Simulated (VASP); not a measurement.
Input of a VASP 6.6.1 run:

The input INCAR:

```
SYSTEM = WSe2
ALGO     = Normal         ! electronic algorithm
EDIFF    = 1E-7           ! SCF threshold, eV
ENCUT    = 520            ! plane-wave cutoff, eV
GGA      = PE             ! functional
ISIF     = 2              ! what is computed and relaxed
ISMEAR   = 0              ! smearing method
IVDW     = 12             ! dispersion correction
LASPH    = .TRUE.         ! aspherical terms in the spheres
LCHARG   = .FALSE.        ! write CHGCAR
LREAL    = .FALSE.        ! projectors in reciprocal space
LWAVE    = .FALSE.        ! write WAVECAR
NBANDS   = 35             ! bands
NELM     = 60             ! most SCF steps
PREC     = Accurate       ! precision mode
SIGMA    = 0.02           ! smearing width, eV
```

The input KPOINTS:

```
k-points
0
G
  9 9 2
  0 0 0
```

File POSCAR:

```
WSe2
1.0
    3.2790494259      0.0000000000      0.0000000000
   -1.6395247129      2.8397401031      0.0000000000
    0.0000000000      0.0000000000     12.7937990501
W Se
2 4
Direct
    0.6666666667      0.3333333333      0.2500000000
    0.3333333333      0.6666666667      0.7500000000
    0.3333333333      0.6666666667      0.3816491314
    0.6666666667      0.3333333333      0.8816491314
    0.3333333333      0.6666666667      0.1183508686
    0.6666666667      0.3333333333      0.6183508687
```

Potentials or basis: VASP PAW PBE potentials, release 64 (W_sv, Se).

The run is started by

```console
$ cat potpaw_PBE.64/W_sv/POTCAR potpaw_PBE.64/Se/POTCAR > POTCAR
$ mpirun -np 1 vasp_std > vasp.out
```

(1) What does it give for the band gap on the k mesh?

(2) What does it give for the dispersion energy per atom?

(3) Estimate the largest force.

(4) Predict the pressure.

Answers

(1) 0.99 eV, indirect (least direct gap 1.56 eV).

(2) -0.475 eV.

(3) 0.050 eV/Å.

(4) 0.3 GPa.

Caveat: spin-orbit coupling is left out, which moves the levels of the heavy elements.
